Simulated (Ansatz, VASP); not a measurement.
**CrO2: VASP beside Ansatz**

```
Cr O
1.0
     0.00000    2.35413    2.35413
     2.35413    0.00000    2.35413
     2.35413    2.35413    0.00000
Cr O
1 2
Direct
  0.00000 0.00000 0.00000
  0.25000 0.25000 0.25000
  0.75000 0.75000 0.75000
```

Alike in both runs: functional PBE; k mesh 14 × 14 × 14; occupations gaussian, width 0.02 eV; collinear spin.

Ansatz relaxed the structure, and its values are those at the end. VASP's run is a single point on that final structure, the one shown.

|  | VASP | Ansatz |
| --- | --- | --- |
| version | VASP 6.6.1 | Ansatz 0.2.0 |
| potentials or method | VASP PAW PBE potentials, release 64 (Cr_pv, O), cutoff 520 eV | scalar-relativistic, plane waves, PAW |
| valence electrons in the cell | 24 | 26 |

```tsv
	VASP	Ansatz	Ansatz less VASP
gap on the k mesh at the Fermi level (eV)	0.50	0.55	+0.050
least direct gap on the mesh (eV)	0.51	0.57	+0.052
pressure (GPa)	0.8	0.0	-0.71
net moment per atom (μB)	0.67	0.67	0.000
size of the moment on the site where the two differ most (μB)	2.17	1.87	-0.298
```

Site moments also hang on the region over which each program counts them. The functional is the same, so the differences come from potentials, cutoffs and numerics. VASP's potentials hold 24 valence electrons a cell and Ansatz's 26, so a difference there can come from the potentials and not from the codes.
